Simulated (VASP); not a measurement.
The system is AlOsF4.

```xyz
6
Lattice="3.2485 0.0000 0.0000 0.0000 3.2485 0.0000 0.0000 0.0000 5.5993" Properties=species:S:1:pos:R:3 pbc="T T T"
Os    1.6243    1.6243    2.7996
Al    0.0000    0.0000    0.0000
F     1.6243    0.0000    0.0000
F     0.0000    1.6243    0.0000
F     0.0000    0.0000    1.5510
F     0.0000    0.0000    4.0483
```

```yaml
Program: VASP 6.6.1
Task: relaxation of cell and atoms
Functional: PBE
Potentials_or_basis: VASP PAW PBE potentials, release 64 (Os, Al, F)
Cutoff: 600 eV
k_mesh: 6 × 6 × 3
Occupations: fermi-dirac, width 0.1 eV
Spin: no spin polarisation
```

At the start: pressure 62.7 GPa; volume 9.85 Å³/atom.

Where does the relaxation end?

Over 16 steps the energy falls by 605.4 meV/atom and the volume is 13.06 Å³/atom (+32.6 %); space group P4/mmm (No. 123, to 0.05 Å).

Step by step:
```
step  energy change (eV)  largest force (eV/Å)  pressure (GPa)  volume (Å³)
   1              0.0000                8.4912           62.70        59.09
   2             -0.5732                3.1346          -18.83        98.19
   3             -3.3541                1.6662            1.73        74.46
   4             -3.3735                1.5244            3.16        73.64
   5             -3.3835                1.3252            5.11        72.59
   6             -3.5534                0.8451           -0.76        76.72
   7             -3.5645                0.7091           -2.36        78.19
   8             -3.6099                0.0842            0.29        77.17
   9             -3.6105                0.0027            0.67        77.04
  10             -3.6243                0.0325            0.52        77.38
  11             -3.6308                0.1001            0.34        77.91
  12             -3.6310                0.0886            0.36        77.82
  13             -3.6324                0.0507           -0.09        78.31
  14             -3.6325                0.0416           -0.20        78.42
  15             -3.6326                0.0236            0.11        78.30
  16             -3.6326                0.0002           -0.01        78.34
```

Final structure:
```xyz
6
Lattice="3.4930 0.0000 0.0000 0.0000 3.4930 0.0000 0.0000 0.0000 6.4209" Properties=species:S:1:pos:R:3 pbc="T T T"
Os    1.7465    1.7465    3.2105
Al    0.0000    0.0000    0.0000
F     1.7465    0.0000    0.0000
F     0.0000    1.7465    0.0000
F     0.0000    0.0000    1.8603
F     0.0000    0.0000    4.5606
```

Caveat: the k points lie up to 0.33 Å⁻¹ apart in the final cell; the volume moved by over 15 % at a fixed basis, so the end points are rough; an odd number of electrons without spin polarisation forces a metal; a magnetic or distorted state may lie lower.
